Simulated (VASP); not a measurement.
# AlN (P6_3mc) in VASP: settings compared, part 2 of 2

VASP 6.6.1.

**3. Single point, HSE06**

This run uses another cell than the first one, of 10.37 Å³/atom.

The input, POSCAR:

```
AlN
1.0
    3.1050073568      0.0000000000      0.0000000000
   -1.5525036784      2.6890152499      0.0000000000
    0.0000000000      0.0000000000      4.9684803541
Al N
2 2
Direct
    0.3333333333      0.6666666667     -0.0010060602
    0.6666666667      0.3333333333      0.4989939398
    0.3333333333      0.6666666667      0.3810060602
    0.6666666667      0.3333333333      0.8810060602
```

The input, INCAR.step1:

```
PREC     = Accurate       # precision mode
ENCUT    = 520            # plane-wave cutoff, eV
EDIFF    = 1E-5           # SCF threshold, eV
ISMEAR   = -1             # smearing method
SIGMA    = 0.02           # smearing width, eV
LREAL    = F              # projectors in reciprocal space
LASPH    = T              # aspherical terms in the spheres
NELM     = 80             # most SCF steps
ALGO     = Normal         # electronic algorithm
ISIF     = 2              # what is computed and relaxed
LWAVE    = T              # write WAVECAR
GGA      = PE             # functional
NBANDS   = 16             # bands
```

The input, INCAR.step2:

```
PREC     = Accurate       # precision mode
ENCUT    = 520            # plane-wave cutoff, eV
EDIFF    = 1E-6           # SCF threshold, eV
ISMEAR   = -1             # smearing method
SIGMA    = 0.02           # smearing width, eV
LREAL    = F              # projectors in reciprocal space
LASPH    = T              # aspherical terms in the spheres
NELM     = 80             # most SCF steps
ALGO     = Normal         # electronic algorithm
ISIF     = 2              # what is computed and relaxed
LWAVE    = F              # write WAVECAR
LCHARG   = T              # write CHGCAR
GGA      = PE             # functional
LHFCALC  = T              # exact exchange
HFSCREEN = 0.2079         # screening, 1/A
PRECFOCK = Normal       
LELF     = T              # ELF
LVHAR    = T            
ISTART   = 1            
NBANDS   = 16             # bands
```

The input, KPOINTS:

```
regular mesh
0
Gamma
  6 6 4
```

Potentials or basis: VASP PAW PBE potentials, release 64 (Al, N).

On the command line:

```
cat potpaw_PBE.64/Al/POTCAR potpaw_PBE.64/N/POTCAR > POTCAR
cp INCAR.step1 INCAR
mpirun -np 1 vasp_std > vasp.out
cp INCAR.step2 INCAR
mpirun -np 1 vasp_std > vasp.out
```

OUTCAR:

```text
PREC = Accurate
   ENCUT = 520
   EDIFF = 1E-6
   ISMEAR = -1
   LREAL = F
   LASPH = T
   NELM = 80
   ISIF = 2
   GGA = PE
   LHFCALC = T
   HFSCREEN = 0.2079
   PRECFOCK = Normal
   ISTART = 1

 ion  position               nearest neighbor table
   1  0.333  0.667  0.999-   4 1.89   4 1.89   4 1.89   3 1.90   2 3.06   2 3.06   2 3.06   2 3.06
                             2 3.06   2 3.06
   2  0.667  0.333  0.499-   3 1.89   3 1.89   3 1.89   4 1.90   1 3.06   1 3.06   1 3.06   1 3.06
                             1 3.06   1 3.06
   3  0.333  0.667  0.381-   2 1.89   2 1.89   2 1.89   1 1.90
   4  0.667  0.333  0.881-   1 1.89   1 1.89   1 1.89   2 1.90

  LATTYP: Found a hexagonal cell.
 ALAT       =     3.1050073568
 C/A-ratio  =     1.6001509121

  Lattice vectors:

 A1 = (   3.1050073568,   0.0000000000,   0.0000000000)
 A2 = (  -1.5525036784,   2.6890152499,   0.0000000000)
 A3 = (   0.0000000000,   0.0000000000,   4.9684803541)

Analysis of symmetry for initial positions (statically):
=====================================================================
[... 184 lines left out ...]
 val. band max:        5.3179878957   @ k =   0.0000   0.0000   0.0000
 cond. band min:      10.9305449115   @ k =   0.0000   0.0000   0.0000
 fundamental gap:      5.6125570158
 Fermi energy:         5.8044198644

 k-point     1 :       0.0000    0.0000    0.0000
  band No.  band energies     occupation
      1     -11.4369      2.00000
      2      -9.1237      2.00000
      3      -1.2259      2.00000
      4       4.3419      2.00000
      5       4.3419      2.00000
      6       5.0701      2.00000
[... 376 lines left out ...]
      3       0.0309      2.00000
      4       0.0309      2.00000
      5       1.1088      2.00000
      6       1.1088      2.00000
[... 8 lines left out ...]
     15      20.8684      0.00000
     16      20.8684      0.00000

------------------------ aborting loop because EDIFF is reached ----------------------------------------

  FORCE on cell =-STRESS in cart. coord.  units (eV):
  Direction    XX          YY          ZZ          XY          YZ          ZX
  --------------------------------------------------------------------------------------
  -------------------------------------------------------------------------------------
  Total       -0.0525617     -0.0525617     -0.0149775      0.0000000      0.0000000      0.0000000
  in kB       -2.0300200     -2.0300200     -0.5784556      0.0000000      0.0000000      0.0000000
  external PRESSURE =      -1.5461652 kB  Pullay stress =       0.0000000 kB

 VOLUME and BASIS-vectors are now :
 -----------------------------------------------------------------------------
  energy-cutoff  :      520.00
  volume of cell :       41.48
      direct lattice vectors                 reciprocal lattice vectors
     3.105007357  0.000000000  0.000000000     0.322060429  0.185941675  0.000000000
    -1.552503678  2.689015250  0.000000000     0.000000000  0.371883350  0.000000000
     0.000000000  0.000000000  4.968480354     0.000000000  0.000000000  0.201268784

 POSITION                                       TOTAL-FORCE (eV/Angst)
 -----------------------------------------------------------------------------------
     -0.00000      1.79268      4.96348        -0.000000      0.000000      0.000882
      1.55250      0.89634      2.47924         0.000000     -0.000000      0.000882
     -0.00000      1.79268      1.89302         0.000000     -0.000000     -0.000882
      1.55250      0.89634      4.37726         0.000000      0.000000     -0.000882
 -----------------------------------------------------------------------------------
    total drift:                                0.000000      0.000000     -0.000565

  FREE ENERGIE OF THE ION-ELECTRON SYSTEM (eV)
  ---------------------------------------------------
  free  energy   TOTEN  =       -34.8950209630 eV

  energy  without entropy=      -34.8950209630  energy(sigma->0) =      -34.89502096
```

OSZICAR.step1:

```text
N       E                     dE             d eps       ncg     rms          rms(c)
DAV:   1     0.422505030449E+02    0.42251E+02   -0.74016E+03   672   0.898E+02
DAV:   2    -0.309703788264E+02   -0.73221E+02   -0.67362E+02   928   0.188E+02
DAV:   3    -0.345164421935E+02   -0.35461E+01   -0.35382E+01   840   0.436E+01
DAV:   4    -0.345379800204E+02   -0.21538E-01   -0.21536E-01   832   0.380E+00
DAV:   5    -0.345382671395E+02   -0.28712E-03   -0.28712E-03   848   0.441E-01    0.122E+01
DAV:   6    -0.297513943596E+02    0.47869E+01   -0.10662E+01   792   0.237E+01    0.418E+00
DAV:   7    -0.297744137183E+02   -0.23019E-01   -0.69258E-01   736   0.585E+00    0.296E+00
DAV:   8    -0.297670914295E+02    0.73223E-02   -0.59763E-02   752   0.225E+00    0.582E-01
DAV:   9    -0.297621311680E+02    0.49603E-02   -0.12219E-02   864   0.815E-01    0.245E-01
DAV:  10    -0.297627518357E+02   -0.62067E-03   -0.22353E-03   704   0.297E-01    0.131E-01
DAV:  11    -0.297626716198E+02    0.80216E-04   -0.17459E-04   792   0.101E-01    0.324E-02
DAV:  12    -0.297626747140E+02   -0.30942E-05   -0.11035E-05   600   0.271E-02
   1 F= -.29762675E+02 E0= -.29762675E+02  d E =-.266654E-12
```

Wall time 18 min (1 thread of AMD EPYC 7R13 (Zen 3), shared host); peak memory 0.23 GiB.

Results:

| Item | Value |
| --- | --- |
| Free energy | -34.8950 eV |
| Pressure | -0.2 GPa |
| Band gap on the k mesh | 5.61 eV |

Stress tensor (GPa, compression positive):
```
-0.20  0.00  0.00
 0.00 -0.20  0.00
 0.00  0.00 -0.06
```

Levels at points of the mesh, in eV from the valence-band top:
| k point | band 6 | band 7 | band 8 | band 9 | band 10 | band 11 |
| --- | --- | --- | --- | --- | --- | --- |
| (0.00, 0.00, 0.00) | -0.25 | -0.25 | 0.00 | 5.61 | 8.17 | 12.52 |
| (0.50, 0.00, 0.00) | -2.33 | -1.91 | -0.78 | 7.18 | 7.18 | 9.77 |
| (0.00, 0.00, 0.50) | -0.62 | -0.62 | -0.62 | 7.99 | 7.99 | 12.05 |
| (0.50, 0.00, 0.50) | -1.63 | -1.50 | -1.50 | 6.67 | 6.67 | 10.82 |

Caveat: the PAW data sets were made with another functional, which shifts forces and pressure a little.

**4. Against experiment**

Step 2. Measured gap of AlN: 6.0343 eV (an exciton energy, a little under the gap; 0 K; quoted in “Structural and optical properties of self-assembled AlN nanowires grown on SiO2/Si substrates by molecular beam epitaxy”, 2024, arxiv:2402.00216). This calculation gives 6.33 eV (+0.30 eV). 2 values of this kind are on record (6.034 to 6.0343 eV); this one was drawn at random. The value is that of PBE0, without temperature or zero-point motion.

Step 3. Measured gap of AlN: 6.0343 eV (an exciton energy, a little under the gap; 0 K; quoted in “Structural and optical properties of self-assembled AlN nanowires grown on SiO2/Si substrates by molecular beam epitaxy”, 2024, arxiv:2402.00216). This calculation gives 5.61 eV (-0.42 eV). 2 values of this kind are on record (6.034 to 6.0343 eV); this one was drawn at random. The value is that of HSE06, without temperature or zero-point motion.
